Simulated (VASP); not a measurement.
Write the native input for VASP 6.6.1 that does the following.

```
Task                   : single point
Functional             : PBE
Potentials or basis    : VASP PAW PBE potentials, release 64 (C)
Cutoff                 : 520 eV
k mesh                 : 13 × 13 × 13
Occupations            : fermi-dirac, width 0.05 eV
Spin                   : no spin polarisation
Dipole correction      : no
Further INCAR settings : ALGO = Normal; EDIFF = 1e-07; NBANDS = 11
```

The structure of C lies in POSCAR:

```
C
1.0
    0.0000000000      2.0103628793      2.0103628793
    2.0103628793      0.0000000000      2.0103628793
    2.0103628793      2.0103628793      0.0000000000
C
2
Direct
   -0.1250000000     -0.1250000000     -0.1250000000
    0.1250000000      0.1250000000      0.1250000000
```

The input as run:

INCAR

```
SYSTEM = C
  PREC = Accurate
  ENCUT = 520
  EDIFF = 1E-7
  ISMEAR = -1
  SIGMA = 0.05
  LREAL = .FALSE.
  LASPH = .TRUE.
  NELM = 100
  ALGO = Normal
  ISIF = 2
  LWAVE = .FALSE.
  LCHARG = .FALSE.
  GGA = PE
  NBANDS = 11
```

KPOINTS

```
Automatic mesh
0
G
  13 13 13
  0 0 0
```

Potentials or basis: VASP PAW PBE potentials, release 64 (C).

Command:

```sh
$ cat potpaw_PBE.64/C/POTCAR > POTCAR
$ mpirun -np 1 vasp_std > vasp.out
```

Results of the run:

```yaml
Pressure: -77.2 GPa
Band_gap_on_the_k_mesh: 3.39 eV, indirect (least direct gap 4.62 eV)
```

It took 29 s on 1 thread of AMD EPYC 7R13, on a shared host, peak memory 0.1 GiB.
